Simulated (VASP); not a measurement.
Wanted: the native input for a VASP 6.6.1 run.

```yaml
Task: single point
Functional: LDA
Potentials_or_basis: VASP PAW LDA potentials, release 64 (Ni, Si)
Cutoff: 520 eV
k_mesh: 9 × 8 × 6
Occupations: fermi-dirac, width 0.05 eV
Spin: collinear spin, ferromagnetic start
Starting_moments: "[1.0, 1.0, 0.0, 0.0] μB"
Hubbard_terms: Ni d U = 8.0 eV
Dipole_correction: no
Further_INCAR_settings: ALGO = Normal; EDIFF = 1e-06; NBANDS = 26
```

The structure of SiNi lies in POSCAR:

```
SiNi
1.0
    2.9026787035      0.0000000000      0.0000000000
    0.0000000000      3.2649618974      0.0000000000
    0.0000000000      0.0000000000      4.6295762343
Ni Si
2 2
Direct
    0.5000000000      0.5000000000      0.3434332436
    0.0000000000      0.0000000000      0.6565667564
    0.5000000000      0.5000000000      0.8392514144
    0.0000000000      0.0000000000      0.1607485856
```

One way to write it, as run:

INCAR

```
SYSTEM = SiNi
PREC = Accurate ; ENCUT = 520
EDIFF = 1E-6 ; ISMEAR = -1
SIGMA = 0.05 ; LREAL = .FALSE.
LASPH = .TRUE. ; NELM = 150
ALGO = Normal ; ISIF = 2
LWAVE = .FALSE. ; LCHARG = .FALSE.
ISPIN = 2 ; MAGMOM = 1 1 0 0
LORBIT = 11 ; LMAXMIX = 4
LDAU = .TRUE. ; LDAUTYPE = 2
LDAUL = 2 -1 ; LDAUU = 8 0
LDAUJ = 0 0 ; LDAUPRINT = 1
GGA = CA ; NBANDS = 26
```

KPOINTS

```
Automatic mesh
0
G
  9 8 6
  0 0 0
```

Potentials or basis: VASP PAW LDA potentials, release 64 (Ni, Si).

Run with:

```console
$ cat potpaw_LDA.64/Ni/POTCAR potpaw_LDA.64/Si/POTCAR > POTCAR
$ mpirun -np 1 vasp_std > vasp.out
```

It gave:

The pressure is -14.3 GPa, the largest force is 0.485 eV/Å and the band gap on the k mesh is zero (filled and empty bands overlap). The net moment is 0.00 μB per cell and the valence electrons inside the program's atomic spheres are Ni 10.03; Si 1.61.

Caveat: the cell stands under tension; the moments typed at the start vanished in this run; the U is typed as a test and isn't derived for this compound.

Wall time 110 s on 1 thread of AMD EPYC 9R45 96-Core Processor (Zen 5), with other jobs on the host, peak memory 0.24 GiB.
